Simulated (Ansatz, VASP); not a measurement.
One calculation of HfO2, two programs

```xyz
21
Lattice="3.5768 0.0000 0.0000 0.0000 5.0583 0.0000 0.0000 0.0000 25.7303" Properties=species:S:1:pos:R:3 pbc="T T T"
Hf    1.7884    2.5292    7.7247
Hf    0.0000    0.0000    9.1078
Hf    1.7884    2.5292   11.1356
Hf    0.0000    0.0000   12.8652
Hf    1.7884    2.5292   14.5947
Hf    0.0000    0.0000   16.6225
Hf    1.7884    2.5292   18.0056
O     0.0000    3.7437    7.4717
O     0.0000    1.3146    7.4717
O     1.7884    1.2537    9.2877
O     1.7884    3.8046    9.2877
O     0.0000    3.7896   11.0728
O     0.0000    1.2688   11.0728
O     1.7884    1.2647   12.8652
O     1.7884    3.7936   12.8652
O     0.0000    3.7896   14.6575
O     0.0000    1.2688   14.6575
O     1.7884    1.2537   16.4426
O     1.7884    3.8046   16.4426
O     0.0000    3.7437   18.2586
O     0.0000    1.3146   18.2586
```

Alike in both runs: functional r2SCAN; k mesh 8 × 5 × 1; occupations gaussian, width 0.05 eV; no spin polarisation.

Ansatz relaxed the structure, and its values are those at the end. VASP's run is a single point on that final structure, the one shown.

|  | VASP | Ansatz |
| --- | --- | --- |
| version | VASP 6.6.1 | Ansatz 0.2.0 |
| potentials or method | VASP PAW PBE potentials, release 64 (Hf_pv, O), cutoff 520 eV | scalar-relativistic, plane waves, PAW |
| valence electrons in the cell | 154 | 266 |

|  | VASP | Ansatz | Ansatz less VASP |
| --- | --- | --- | --- |
| gap on the k mesh at the Fermi level (eV) | 3.60 | 3.61 | +0.014 |
| least direct gap on the mesh (eV) | 3.62 | 3.63 | +0.009 |
| rms of the force components (eV/Å) | 0.055 | 0.000 | -0.0548 |

VASP's potentials were made for PBE, not for r2SCAN. VASP's potentials hold 154 valence electrons a cell and Ansatz's 266, so a difference there can come from the potentials and not from the codes. Ansatz's warnings: xc potential rough in thin density.

Spin-orbit coupling is off throughout.
